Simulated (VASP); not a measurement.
## Ag: single point with PBE

Ag:

```
CELL_PARAMETERS angstrom
2.77290 0.00000 0.00000
-1.38645 2.40140 0.00000
0.00000 0.00000 4.53356
ATOMIC_POSITIONS crystal
Ag 0.33333 0.66667 0.25000
Ag 0.66667 0.33333 0.75000
```

This isn't the form of Ag at room conditions, which is fcc.

```json
{
  "Program": "VASP 6.6.1",
  "Task": "single point",
  "Functional": "PBE",
  "Potentials or basis": "VASP PAW PBE potentials, release 64 (Ag)",
  "Cutoff": "520 eV",
  "k mesh": "18 × 18 × 10",
  "Occupations": "gaussian, width 0.1 eV",
  "Spin": "no spin polarisation"
}
```

* Pressure: 24.6 GPa
* Band gap on the k mesh: zero (bands 11 and 12 overlap by 8.06 eV)

Levels at points of the mesh, in eV from the Fermi level:
```
           k point  band 7  band 8  band 9  band 10  band 11  band 12  band 13  band 14  band 15  band 16
(0.00, 0.00, 0.00)   -4.88   -4.44   -4.44    -3.20    -3.20    -0.74     4.32    15.95    18.01    18.43
(0.50, 0.00, 0.00)   -4.17   -3.02   -2.96    -2.85     0.11     1.89     7.52     7.73    10.58    11.28
(0.00, 0.00, 0.50)   -5.06   -5.06   -3.58    -3.58    -3.58    -3.58    12.10    12.10    16.40    16.40
(0.50, 0.00, 0.50)   -3.28   -3.28   -2.92    -2.92     0.63     0.63     5.38     5.38    14.68    14.68
```

It took 50 s on 1 thread of AMD EPYC 9R45 96-Core Processor (Zen 5), on a shared host, peak memory 0.2 GiB.

Caveat: the cell stands under pressure.
